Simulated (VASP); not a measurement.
Write the native input for VASP 6.6.1 that does the following.

| Item | Value |
| --- | --- |
| Task | single point |
| Functional | PBE |
| Potentials or basis | VASP PAW PBE potentials, release 64 (Mg, O) |
| Cutoff | 520 eV |
| k mesh | 10 × 10 × 10 |
| Occupations | fermi-dirac, width 0.02 eV |
| Spin | no spin polarisation |
| Dipole correction | no |
| Further INCAR settings | ALGO = Normal; EDIFF = 1e-06; NBANDS = 11 |

The structure of MgO lies in POSCAR:

```
MgO
1.0
    2.6333178552      0.0000000000      0.0000000000
    0.0000000000      2.6333178552      0.0000000000
    0.0000000000      0.0000000000      2.6233491285
Mg O
1 1
Direct
    0.0000000000      0.0000000000      0.0000000000
    0.5000000000      0.5000000000      0.5000000000
```

This cell differs from its parent crystal: biaxial xy strain +0.4%.

The input as run:

INCAR

```
PREC     = Accurate       # precision mode
ENCUT    = 520            # plane-wave cutoff, eV
EDIFF    = 1E-6           # SCF threshold, eV
ISMEAR   = -1             # smearing method
SIGMA    = 0.02           # smearing width, eV
LREAL    = F              # projectors in reciprocal space
LASPH    = T              # aspherical terms in the spheres
NELM     = 100            # most SCF steps
ALGO     = Normal         # electronic algorithm
ISIF     = 2              # what is computed and relaxed
LWAVE    = F              # write WAVECAR
LCHARG   = T              # write CHGCAR
GGA      = PE             # functional
LELF     = T              # ELF
LVHAR    = T            
NBANDS   = 11             # bands
```

KPOINTS

```
Automatic mesh
0
Gamma
  10 10 10
```

Potentials or basis: VASP PAW PBE potentials, release 64 (Mg, O).

Command:

```bash
$ cat potpaw_PBE.64/Mg/POTCAR potpaw_PBE.64/O/POTCAR > POTCAR
$ mpirun -np 1 vasp_std > vasp.out
```

It gave:

* Pressure: 4.3 GPa
* Band gap on the k mesh: 2.52 eV (least direct gap 3.52 eV)

Caveat: the cell differs from its parent crystal (biaxial xy strain +0.4%); the cell stands under pressure; the structure was generated, so it needn't be the stable form of MgO.

Run time: 8 s on 1 thread of Intel(R) Xeon(R) 6975P-C (Granite Rapids), with other jobs on the host, peak memory 0.14 GiB.
